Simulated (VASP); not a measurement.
Runs of VASP 6.6.1 on Ge. The structure is that of space group P6/mmm (No. 191), or close to it. The cells are those of the table. 

```tsv
task	cell	k mesh	cutoff (eV)	gap on the mesh (eV)	pressure (GPa)	relaxed volume (Å³/atom)
single point	a = 2.848, b = 2.848, c = 2.804 Å, angles 90.0, 90.0, 120.0°, 1 atom	6 × 6 × 6	520	none	-0.1	-
relaxation of cell and atoms	relaxed from a = 2.848, b = 2.848, c = 2.804 Å, angles 90.0, 90.0, 120.0°, 1 atom	24 × 24 × 20	600	none	0.0	(a)
relaxation of cell and atoms	relaxed from a = 3.030, b = 3.030, c = 2.512 Å, angles 90.0, 90.0, 120.0°, 1 atom	6 × 6 × 6	600	none	0.0	19.73
single point	a = 2.879, b = 2.879, c = 2.693 Å, angles 90.0, 90.0, 120.0°, 1 atom	24 × 24 × 20	520	none	-0.2	-
```

Alike in all rows: level PBE; potentials or basis VASP PAW PBE potentials, release 64 (Ge_d); no spin polarisation; smearing gaussian 0.1 eV.

Problem. Estimate the missing entries.

Solution. (a) 19.35.

Caveats: some runs use coarse meshes.

A k mesh can miss the band edges, and the runs leave out spin-orbit coupling on Ge.

A gap of «none» marks levels without a gap at the run's occupations.
